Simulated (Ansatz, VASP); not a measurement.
ZrC: VASP beside Ansatz

```
CELL_PARAMETERS angstrom
0.00000 2.36500 2.36500
2.36500 0.00000 2.36500
2.36500 2.36500 0.00000
ATOMIC_POSITIONS crystal
Zr 0.50000 0.50000 0.50000
C 0.00000 0.00000 0.00000
```

Alike in both runs: task single point; functional PBEsol; k mesh 10 × 10 × 10; occupations fermi-dirac, width 0.0272 eV; no spin polarisation.

```csv
,VASP,Ansatz
version,VASP 6.6.1,Ansatz 0.2.0
potentials or method,"VASP PAW PBE potentials, release 64 (Zr_sv, C), cutoff 600 eV","all-electron LAPW, scalar-relativistic"
```

|  | VASP | Ansatz | Ansatz less VASP |
| --- | --- | --- | --- |
| pressure (GPa) | -8.2 | -8.5 | -0.21 |

VASP's potentials were made for PBE, not for PBEsol. Ansatz ran all-electron here, and VASP with PAW potentials. Ansatz's warnings: optics on partly filled bands.
